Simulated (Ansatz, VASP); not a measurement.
**HfC: VASP beside Ansatz**

Contents of INCAR:

```
ALGO     = Normal         # electronic algorithm
EDIFF    = 1E-7           # SCF threshold, eV
ENCUT    = 520            # plane-wave cutoff, eV
GGA      = PS             # functional
ISIF     = 2              # what is computed and relaxed
ISMEAR   = -1             # smearing method
LASPH    = T              # aspherical terms in the spheres
LCHARG   = T              # write CHGCAR
LELF     = T              # ELF
LREAL    = F              # projectors in reciprocal space
LVHAR    = T            
LWAVE    = F              # write WAVECAR
NBANDS   = 22             # bands
NELM     = 80             # most SCF steps
PREC     = Accurate       # precision mode
SIGMA    = 0.05           # smearing width, eV
```

File KPOINTS:

```
k-points
0
Gamma
  5 5 3
```

File POSCAR:

```
HfC
1.0
    3.3633870319      0.0033455574     -0.0526073878
   -1.6787987073      2.9317600423      0.0115091182
   -0.0818760069     -0.0265841598      5.2596169213
Hf C
2 2
Direct
    0.7300500000      0.3806900000      0.7741200000
    0.2997600000      0.6840500000      0.2451000000
    0.9767700000      0.9808300000      0.9618200000
    0.9706000000      0.9766700000      0.4899200000
```

Input for Ansatz:

```yaml
crystal:
  lattice:
    - [3.3633870319340144, 0.0033455574145749025, -0.05260738784834547]
    - [-1.6787987073058928, 2.931760042259023, 0.011509118171696297]
    - [-0.08187600690639296, -0.026584159815214944, 5.2596169212703785]
  atoms:
    - { symbol: Hf, position: [0.73005, 0.38069, 0.77412] }
    - { symbol: Hf, position: [0.29976, 0.68405, 0.2451] }
    - { symbol: C, position: [0.97677, 0.98083, 0.96182] }
    - { symbol: C, position: [0.9706, 0.97667, 0.48992] }
basis:
  ecutwfc: 540.0
  xc_grid: 2
kpoints:
  mp_grid:
    grid: [5, 5, 3]
hamiltonian:
  xc: pbesol
scf:
  convergence:
    dr2_threshold: 1.0e-09
  occupations:
    method: fermi_dirac
    width: 0.05
output:
  forces: true
  stress: true
```

Alike in both runs: task single point; functional PBEsol; k mesh 5 × 5 × 3; occupations fermi-dirac, width 0.05 eV; no spin polarisation.

|  | VASP | Ansatz |
| --- | --- | --- |
| version | VASP 6.6.1 | Ansatz 0.2.0 |
| potentials or method | VASP PAW PBE potentials, release 64 (Hf_pv, C), cutoff 520 eV | plane waves, PAW |
| valence electrons in the cell | 28 | 60 |

VASP gave:

| Item | Value |
| --- | --- |
| pressure (GPa) | -3.8 |
| traceless stress, the component that is largest in VASP (GPa) | 8.42 |
| rms of the force components (eV/Å) | 2.354 |

**Question.** What did Ansatz give for the same quantities?

**Answer.** Pressure (GPa): -3.5; traceless stress, the component that is largest in VASP (GPa): 8.41; rms of the force components (eV/Å): 2.334.

VASP's potentials were made for PBE, not for PBEsol. Atom by atom the forces differ by 0.023 eV/Å (rms over components). VASP's potentials hold 28 valence electrons a cell and Ansatz's 60, so a difference there can come from the potentials and not from the codes. Ansatz's warnings: stress scf threshold loose.

The k mesh is coarse, so the values compare programs but aren't converged. Neither program's run includes spin-orbit coupling.
